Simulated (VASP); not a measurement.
Here is a VASP 6.6.1 calculation.

The input INCAR:

```
  PREC = Accurate
  ENCUT = 520
  EDIFF = 1E-7
  ISMEAR = 0
  SIGMA = 0.1
  LREAL = False
  LASPH = True
  NELM = 100
  ALGO = Normal
  ISIF = 2
  LWAVE = False
  LCHARG = True
  LDIPOL = True
  IDIPOL = 3
  DIPOL = 0.5 0.5 0.500
  GGA = PE
  LELF = True
  LVHAR = True
  LVACPOTAV = True
  NBANDS = 58
```

KPOINTS

```
regular mesh
0
Gamma
  11 11 1
```

POSCAR

```
W
1.0
    3.1835586448      0.0000000000      0.0000000000
    0.0000000000      3.1835586448      0.0000000000
    0.0000000000      0.0000000000     19.5506759344
W
7
Direct
    0.5000000000      0.5000000000      0.2557456334
    0.0000000000      0.0000000000      0.3371637556
    0.5000000000      0.5000000000      0.4185818778
    0.0000000000      0.0000000000      0.5000000000
    0.5000000000      0.5000000000      0.5814181222
    0.0000000000      0.0000000000      0.6628362444
    0.5000000000      0.5000000000      0.7442543666
```

Potentials or basis: VASP PAW PBE potentials, release 64 (W_sv).

Launch:

```console
$ cat potpaw_PBE.64/W_sv/POTCAR > POTCAR
$ mpirun -np 1 vasp_std > vasp.out
```

**Question.** Predict the largest force.

**Answer.** 1.763 eV/Å.

**Question.** What does it give for the band gap on the k mesh?

**Answer.** Zero (bands 49 and 50 overlap by 1.92 eV).

Forces in eV/Å, atoms in the order of the input:
```
W    0.000  0.000  1.763
W    0.000  0.000 -1.698
W    0.000  0.000  0.046
W    0.000  0.000  0.000
W    0.000  0.000 -0.046
W    0.000  0.000  1.698
W    0.000  0.000 -1.763
```

Caveat: spin-orbit coupling is left out, which moves the levels of the heavy elements.
